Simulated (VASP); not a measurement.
Pt3S, 4 atoms in the cell. The structure is cubic, space group Pm-3m (No. 221). The conventional cell has a = 3.977 Å, b = 3.977 Å, c = 3.977 Å, α = 90.00°, β = 90.00°, γ = 90.00°. Pt (site symmetry 4/mmm) has 8 Pt at 2.81 Å and 4 S at 2.81 Å within 3.7 Å. S (site symmetry m-3m) has 12 Pt at 2.81 Å within 3.7 Å. 

```yaml
Program: VASP 6.6.1
Task: single point
Functional: PBE
Potentials_or_basis: VASP PAW PBE potentials, release 64 (Pt, S)
Cutoff: 520 eV
k_mesh: 12 × 12 × 12
Occupations: gaussian, width 0.1 eV
Spin: no spin polarisation
Dipole_correction: no
Further_INCAR_settings: ALGO = Normal; EDIFF = 1e-06; NBANDS = 26
```

Potentials or basis: VASP PAW PBE potentials, release 64 (Pt, S).

Command:

```sh
$ cat potpaw_PBE.64/Pt/POTCAR potpaw_PBE.64/S/POTCAR > POTCAR
$ mpirun -np 1 vasp_std > vasp.out
```

Hardware: 1 thread of Intel(R) Xeon(R) 6975P-C (Granite Rapids), on a shared host.

Task: How long does it take, and how much memory?

Result: Run time: 44 s on 1 thread of Intel(R) Xeon(R) 6975P-C (Granite Rapids) (shared host), peak memory 0.24 GiB. Counts: scf iterations 13, k points 84.
